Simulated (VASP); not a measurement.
# Pt (P6_3/mmc) in VASP: further runs

Runs on Pt. Level: PBE. Tasks: single point, relaxation of cell and atoms.

Everything below comes from runs of VASP 6.6.1. Logs are shortened: lines on timing, memory, paths and dates and some standing lists are left out, and cuts for length are marked.

## (1) The cell of the first run

Symmetry: P6_3/mmc, No. 194, hexagonal system. The conventional cell has a = 2.755 Å, b = 2.755 Å, c = 4.787 Å, α = 90.00°, β = 90.00°, γ = 120.00°. Within 3.6 Å of Pt (site symmetry -6m2) lie 12 Pt at 2.76 to 2.87 Å.

This isn't the form of Pt at room conditions, which is fcc.

## (2) Single point, PBE

INCAR reads:

```
ALGO     = Normal         # electronic algorithm
EDIFF    = 1E-6           # SCF threshold, eV
ENCUT    = 500            # plane-wave cutoff, eV
GGA      = PE             # functional
GGA_COMPAT= F            
ISIF     = 2              # what is computed and relaxed
ISMEAR   = 0              # smearing method
LASPH    = T              # aspherical terms in the spheres
LCHARG   = F              # write CHGCAR
LREAL    = F              # projectors in reciprocal space
LWAVE    = F              # write WAVECAR
NBANDS   = 17             # bands
NELM     = 120            # most SCF steps
PREC     = Accurate       # precision mode
SIGMA    = 0.05           # smearing width, eV
```

KPOINTS reads:

```
k-points
0
Gamma
  9 9 5
```

POSCAR reads:

```
Pt
1.0
    2.7553058029      0.0000000000      0.0000000000
   -1.3776529014      2.3861648205      0.0000000000
    0.0000000000      0.0000000000      4.7865367713
Pt
2
Direct
    0.3333333333      0.6666666667      0.2500000000
    0.6666666667      0.3333333333      0.7500000000
```

Potentials or basis: VASP PAW PBE potentials, release 64 (Pt).

Launch:

```sh
$ cat potpaw_PBE.64/Pt/POTCAR > POTCAR
$ mpirun -np 1 vasp_std > vasp.out
```

OUTCAR:

```text
EDIFF = 1E-6
   ENCUT = 500
   GGA = PE
   ISIF = 2
   ISMEAR = 0
   LASPH = T
   LREAL = F
   NELM = 120
   PREC = Accurate

 ion  position               nearest neighbor table
   1  0.333  0.667  0.250-   2 2.87   2 2.87   2 2.87   2 2.87   2 2.87   2 2.87
   2  0.667  0.333  0.750-   1 2.87   1 2.87   1 2.87   1 2.87   1 2.87   1 2.87

  LATTYP: Found a hexagonal cell.
 ALAT       =     2.7553058029
 C/A-ratio  =     1.7372070883

  Lattice vectors:

 A1 = (   2.7553058029,   0.0000000000,   0.0000000000)
 A2 = (  -1.3776529014,   2.3861648205,   0.0000000000)
 A3 = (   0.0000000000,   0.0000000000,   4.7865367713)

Analysis of symmetry for initial positions (statically):
=====================================================================
 Subroutine PRICEL returns:
 Original cell was already a primitive cell.

 Routine SETGRP: Setting up the symmetry group for a
 hexagonal supercell.

 Subroutine GETGRP returns: Found 24 space group operations
 (whereof 12 operations were pure point group operations)
 out of a pool of 24 trial point group operations.

The static configuration has the point symmetry D_3d.
 The point group associated with its full space group is D_6h.

Analysis of symmetry for dynamics (positions and initial velocities):
=====================================================================
 Subroutine PRICEL returns:
 Original cell was already a primitive cell.

 Routine SETGRP: Setting up the symmetry group for a
 hexagonal supercell.

 Subroutine GETGRP returns: Found 24 space group operations
 (whereof 12 operations were pure point group operations)
 out of a pool of 24 trial point group operations.

The dynamic configuration has the point symmetry D_3d.
 The point group associated with its full space group is D_6h.

 Subroutine INISYM returns: Found 24 space group operations
 (whereof 12 operations are pure point group operations),
 and found     1 'primitive' translations

----------------------------------------------------------------------------------------

                                     Primitive cell

  volume of cell :      31.4696

  direct lattice vectors                    reciprocal lattice vectors
     2.755305803  0.000000000  0.000000000     0.362936121  0.209541267  0.000000000
    -1.377652901  2.386164820  0.000000000     0.000000000  0.419082534  0.000000000
     0.000000000  0.000000000  4.786536771     0.000000000  0.000000000  0.208919318

  length of vectors
     2.755305803  2.755305803  4.786536771     0.419082534  0.419082534  0.208919318

  position of ions in fractional coordinates (direct lattice)
     0.333333333  0.666666667  0.250000000
     0.666666667  0.333333333  0.750000000

  ion indices of the primitive-cell ions
   primitive index   ion index
                 1           1
                 2           2

----------------------------------------------------------------------------------------

 KPOINTS: k-points

Automatic generation of k-mesh.
 Grid dimensions read from file:
 generate k-points for:    9    9    5

 Generating k-lattice:

  Cartesian coordinates                     Fractional coordinates (reciprocal lattice)
     0.040326236  0.023282363  0.000000000     0.111111111  0.000000000  0.000000000
     0.000000000  0.046564726  0.000000000     0.000000000  0.111111111  0.000000000
     0.000000000  0.000000000  0.041783864     0.000000000  0.000000000  0.200000000

  Length of vectors
     0.046564726  0.046564726  0.041783864

  Shift w.r.t. Gamma in fractional coordinates (k-lattice)
     0.000000000  0.000000000  0.000000000

 Subroutine IBZKPT returns following result:
 ===========================================

 Found     36 irreducible k-points:

 Following reciprocal coordinates:
            Coordinates               Weight
  0.000000  0.000000  0.000000      1.000000
  0.111111  0.000000  0.000000      6.000000
  0.222222  0.000000  0.000000      6.000000
  0.333333  0.000000  0.000000      6.000000
  0.444444  0.000000  0.000000      6.000000
  0.111111  0.111111  0.000000      6.000000
[... 16 lines left out ...]
  0.333333  0.222222  0.200000     24.000000
  0.333333  0.333333  0.200000      4.000000
 [... further k-points ...]
   k-points           NKPTS =     36   k-points in BZ     NKDIM =     36   number of bands    NBANDS=     17
   number of dos      NEDOS =    301   number of ions     NIONS =      2
   total plane-waves  NPLWV =  14400
   dimension x,y,z NGX =    20 NGY =   20 NGZ =   36
   dimension x,y,z NGXF=    40 NGYF=   40 NGZF=   72
   ions per type =               2
   NGX,Y,Z   is equivalent  to a cutoff of  12.07, 12.07, 12.50 a.u.
   NGXF,Y,Z  is equivalent  to a cutoff of  24.13, 24.13, 25.01 a.u.
 SYSTEM =  unknown system
   PREC   = accura    normal or accurate (medium, high low for compatibility)
   ISTART =      0    job   : 0-new  1-cont  2-samecut
   ICHARG =      2    charge: 1-file 2-atom 10-const
   ISPIN  =      1    spin polarized calculation?
   LNONCOLLINEAR =      F non collinear calculations
   LSORBIT =      F    spin-orbit coupling
   LASPH  =      T    aspherical Exc in radial PAW
   ENCUT  =  500.0 eV  36.75 Ry    6.06 a.u.   5.02  5.02  8.73*2*pi/ulx,y,z
   NELM   =    120;   NELMIN=  2; NELMDL= -5     # of ELM steps
   EDIFF  = 0.1E-05   stopping-criterion for ELM
   LREAL  =      F    real-space projection
   EDIFFG = 0.1E-04   stopping-criterion for IOM
   NSW    =      0    number of steps for IOM
   IBRION =     -1    ionic relax: 0-MD 1-quasi-New 2-CG
   NFREE  =      0    steps in history (QN), initial steepest desc. (CG)
   ISIF   =      2    stress and relaxation
   ISYM   =      2    0-nonsym 1-usesym 2-fastsym
   POTIM  = 0.5000    time-step for ionic-motion
   TEBEG  =    0.0;   TEEND  =   0.0 temperature during run
   PSTRESS=    0.0 pullay stress
   NELECT =      20.0000    total number of electrons
   NUPDOWN=      -1.0000    fix difference up-down
   EMIN   =  10.00;   EMAX   =-10.00  energy-range for DOS
   EFERMI =   0.00;   METHOD = LEGACY
   ISMEAR =     0;   SIGMA  =   0.05  broadening in eV -4-tet -1-fermi 0-gaus
   EFERMI_NEDOS =   21; number of points for ismear=-14 and -15
   IALGO  =     38    algorithm
   IMIX   =      4    mixing-type and parameters
     AMIX     =   0.40;   BMIX     =  1.00
     AMIX_MAG =   1.60;   BMIX_MAG =  1.00
  volume/ion in A,a.u.               =      15.73       106.18
  Fermi-wavevector in a.u.,A,eV,Ry     =   1.407519  2.659825 26.954636  1.981110
  Thomas-Fermi vector in A             =   2.529770
   LORBIT       =      0    0 simple, 1 ext, 2 COOP (PROOUT), +10 PAW based schemes
   GGA     = PE    functional components
   LHFCALC =     F    Hartree Fock is set to
   AEXX    =    0.0000 exact exchange contribution
   IVDW    =     0    specifies the selected vdW correction
   LEPSILON=     F    determine dielectric tensor
   LRPA    =     F    only Hartree local field effects (RPA)
 non-spin polarized calculation
 Gauss-broadening in eV      SIGMA  =   0.05
  energy-cutoff  :      500.00
  volume of cell :       31.47
 maximum number of plane-waves:       825
 NGX is ok and might be reduce to    20
   NGX =  9   NGY =  9   NGZ = 17

 number of electron      19.9999999 magnetization

 Free energy of the ion-electron system (eV)
  ---------------------------------------------------
  ext. energy  EPLUGINS =         0.00000000
  ---------------------------------------------------
  free energy    TOTEN  =       -12.12408211 eV

  energy without entropy =      -12.12085823  energy(sigma->0) =      -12.12247017

 E-fermi :  10.4792     XC(G=0): -13.2308

 val. band max:       10.4410235177   @ k =   0.4444   0.0000   0.0000
 cond. band min:      10.5141459116   @ k =   0.3333   0.2222   0.2000
 fundamental gap:      0.0731223939
 Fermi energy:        10.4792419990

 k-point     1 :       0.0000    0.0000    0.0000
  band No.  band energies     occupation
      1       0.7158      2.00000
      2       3.3564      2.00000
      3       6.4772      2.00000
      4       7.0148      2.00000
      5       7.0148      2.00000
      6       7.3798      2.00000
[... 9 lines left out ...]
     16      27.7282      0.00000
     17      31.5583      0.00000

 k-point     2 :       0.1111    0.0000    0.0000
  band No.  band energies     occupation
      1       1.1590      2.00000
      2       3.7559      2.00000
      3       6.4016      2.00000
      4       7.0111      2.00000
      5       7.2159      2.00000
      6       7.3556      2.00000
[... 9 lines left out ...]
     16      28.0693      0.00000
     17      29.7859      0.00000

 k-point     3 :       0.2222    0.0000    0.0000
  band No.  band energies     occupation
      1       2.3329      2.00000
      2       4.5192      2.00000
      3       6.2310      2.00000
      4       6.4134      2.00000
      5       6.6563      2.00000
      6       7.8234      2.00000
[... 9 lines left out ...]
     16      27.0566      0.00000
     17      28.7566      0.00000

 k-point     4 :       0.3333    0.0000    0.0000
  band No.  band energies     occupation
      1       3.5754      2.00000
      2       4.4275      2.00000
      3       5.3597      2.00000
      4       6.5730      2.00000
      5       7.1274      2.00000
      6       7.4326      2.00000
[... 9 lines left out ...]
     16      25.2362      0.00000
     17      25.8533      0.00000

 k-point     5 :       0.4444    0.0000    0.0000
  band No.  band energies     occupation
      1       3.9975      2.00000
      2       4.1252      2.00000
      3       4.8181      2.00000
      4       7.1095      2.00000
      5       7.2987      2.00000
      6       7.3531      2.00000
[... 9 lines left out ...]
     16      22.7592      0.00000
     17      23.9633      0.00000

 k-point     6 :       0.1111    0.1111    0.0000
  band No.  band energies     occupation
      1       1.9838      2.00000
      2       4.4301      2.00000
      3       6.0808      2.00000
      4       6.8428      2.00000
      5       6.8629      2.00000
      6       7.3016      2.00000
[... 9 lines left out ...]
     16      27.8364      0.00000
     17      28.2141      0.00000

 k-point     7 :       0.2222    0.1111    0.0000
  band No.  band energies     occupation
      1       3.3272      2.00000
      2       4.9241      2.00000
      3       5.7742      2.00000
      4       6.0350      2.00000
      5       6.6883      2.00000
      6       7.2339      2.00000
[... 9 lines left out ...]
     16      26.3230      0.00000
     17      28.4915      0.00000

 k-point     8 :       0.3333    0.1111    0.0000
  band No.  band energies     occupation
      1       4.2486      2.00000
      2       4.5558      2.00000
      3       5.0667      2.00000
      4       6.7384      2.00000
      5       7.0002      2.00000
      6       7.3487      2.00000
[... 9 lines left out ...]
     16      24.2560      0.00000
     17      24.8666      0.00000
[... 203 lines left out ...]
      1       3.5049      2.00000
      2       5.0136      2.00000
      3       5.5117      2.00000
      4       6.1399      2.00000
      5       6.5197      2.00000
      6       7.2535      2.00000
[... 9 lines left out ...]
     16      26.0018      0.00000
     17      27.3244      0.00000

 k-point    20 :       0.3333    0.1111    0.2000
  band No.  band energies     occupation
      1       4.0994      2.00000
      2       4.6212      2.00000
      3       5.3599      2.00000
      4       5.9457      2.00000
      5       7.1447      2.00000
      6       7.7783      2.00000
[... 9 lines left out ...]
     16      23.7791      0.00000
     17      25.5592      0.00000

 k-point    21 :       0.4444    0.1111    0.2000
  band No.  band energies     occupation
      1       4.0909      2.00000
      2       4.4200      2.00000
      3       5.3575      2.00000
      4       5.9450      2.00000
      5       7.0128      2.00000
      6       8.0377      2.00000
[... 9 lines left out ...]
     16      23.3345      0.00000
     17      24.4392      0.00000

 k-point    22 :       0.2222    0.2222    0.2000
  band No.  band energies     occupation
      1       4.6254      2.00000
      2       5.0809      2.00000
      3       5.5630      2.00000
      4       5.8589      2.00000
      5       6.8862      2.00000
      6       7.0012      2.00000
[... 9 lines left out ...]
     16      24.6597      0.00000
     17      25.2185      0.00000

 k-point    23 :       0.3333    0.2222    0.2000
  band No.  band energies     occupation
      1       4.7526      2.00000
      2       5.3018      2.00000
      3       5.5525      2.00000
      4       5.9983      2.00000
      5       6.6716      2.00000
      6       7.3539      2.00000
[... 9 lines left out ...]
     16      23.2856      0.00000
     17      24.4555      0.00000

 k-point    24 :       0.3333    0.3333    0.2000
  band No.  band energies     occupation
      1       5.2450      2.00000
      2       5.5720      2.00000
      3       5.5720      2.00000
      4       6.1778      2.00000
      5       6.7830      2.00000
      6       6.7830      2.00000
[... 9 lines left out ...]
     16      21.4741      0.00000
     17      25.4946      0.00000

 [... further k-points ...]

------------------------ aborting loop because EDIFF is reached ----------------------------------------

  FORCE on cell =-STRESS in cart. coord.  units (eV):
  Direction    XX          YY          ZZ          XY          YZ          ZX
  --------------------------------------------------------------------------------------
  -------------------------------------------------------------------------------------
  Total       -0.0912669     -0.0912669     -0.0897363     -0.0000000      0.0000000      0.0000000
  in kB       -4.6465691     -4.6465691     -4.5686406     -0.0000000      0.0000000      0.0000000
  external PRESSURE =      -4.6205930 kB  Pullay stress =       0.0000000 kB

 VOLUME and BASIS-vectors are now :
 -----------------------------------------------------------------------------
  energy-cutoff  :      500.00
  volume of cell :       31.47
      direct lattice vectors                 reciprocal lattice vectors
     2.755305803  0.000000000  0.000000000     0.362936121  0.209541267  0.000000000
    -1.377652901  2.386164820  0.000000000     0.000000000  0.419082534  0.000000000
     0.000000000  0.000000000  4.786536771     0.000000000  0.000000000  0.208919318

 POSITION                                       TOTAL-FORCE (eV/Angst)
 -----------------------------------------------------------------------------------
     -0.00000      1.59078      1.19663         0.000000     -0.000000      0.000000
      1.37765      0.79539      3.58990        -0.000000      0.000000      0.000000
 -----------------------------------------------------------------------------------
    total drift:                               -0.000000      0.000000     -0.000000

  FREE ENERGIE OF THE ION-ELECTRON SYSTEM (eV)
  ---------------------------------------------------
  free  energy   TOTEN  =       -12.1240821075 eV

  energy  without entropy=      -12.1208582257  energy(sigma->0) =      -12.12247017
```

Run time: 19 s. Hardware: 1 thread of Intel Xeon Platinum 8375C at 2.90GHz (Ice Lake), shared host; peak memory 0.14 GiB.

What came out:

| Property | Result |
| --- | --- |
| Free energy | -12.1241 eV |
| Pressure | -0.5 GPa |
| Band gap on the k mesh | zero (bands 10 and 11 overlap by 1.04 eV) |

Levels at points of the mesh, in eV from the Fermi level:
```csv
k point,band 7,band 8,band 9,band 10,band 11,band 12,band 13,band 14
"(0.00, 0.00, 0.00)",-3.10,-1.84,-1.84,-0.77,-0.26,-0.26,4.65,15.09
```

Caveat: spin-orbit coupling is left out, which moves the levels of the heavy elements.

(Continued in part 2 of 2.)
